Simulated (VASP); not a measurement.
A run of VASP 6.6.1:

Contents of INCAR:

```
SYSTEM = Ru4N
PREC     = Accurate       ! precision mode
ENCUT    = 520            ! plane-wave cutoff, eV
EDIFF    = 1E-6           ! SCF threshold, eV
ISMEAR   = 0              ! smearing method
SIGMA    = 0.1            ! smearing width, eV
LREAL    = .FALSE.        ! projectors in reciprocal space
LASPH    = .TRUE.         ! aspherical terms in the spheres
NELM     = 80             ! most SCF steps
ALGO     = Normal         ! electronic algorithm
ISIF     = 2              ! what is computed and relaxed
LWAVE    = .FALSE.        ! write WAVECAR
LCHARG   = .TRUE.         ! write CHGCAR
LDIPOL   = .TRUE.       
IDIPOL   = 3            
DIPOL    = 0.5 0.5 0.369
LELF     = .TRUE.         ! ELF
LVHAR    = .TRUE.       
LVACPOTAV= .TRUE.       
NBANDS   = 38             ! bands
```

Contents of KPOINTS:

```
Automatic mesh
0
G
  12 12 1
  0 0 0
```

The input POSCAR:

```
Ru4N
1.0
    2.6740588505      0.0000000000      0.0000000000
   -1.3370294252      2.3158028957      0.0000000000
    0.0000000000      0.0000000000     21.7621999150
Ru N
4 1
Direct
    0.6666666667      0.3333333333      0.1838049469
    0.3333333333      0.6666666667      0.2809173942
    0.6666666667      0.3333333333      0.3776317013
    0.3333333333      0.6666666667      0.4715607776
    0.5000000000      1.3333333333      0.5319443429
```

Potentials or basis: VASP PAW LDA potentials, release 64 (Ru_pv, N).

Launch:

```sh
$ cat potpaw_LDA.64/Ru_pv/POTCAR potpaw_LDA.64/N/POTCAR > POTCAR
$ mpirun -np 1 vasp_std > vasp.out
```

Hardware: 1 thread of Intel(R) Xeon(R) Platinum 8488C (Sapphire Rapids) (shared host).

Task: Estimate the wall time of this run.

Result: Wall time 20 min on 1 thread of Intel(R) Xeon(R) Platinum 8488C (Sapphire Rapids), on a shared host, peak memory 0.4 GiB. Counts: scf iterations 46, k points 74.
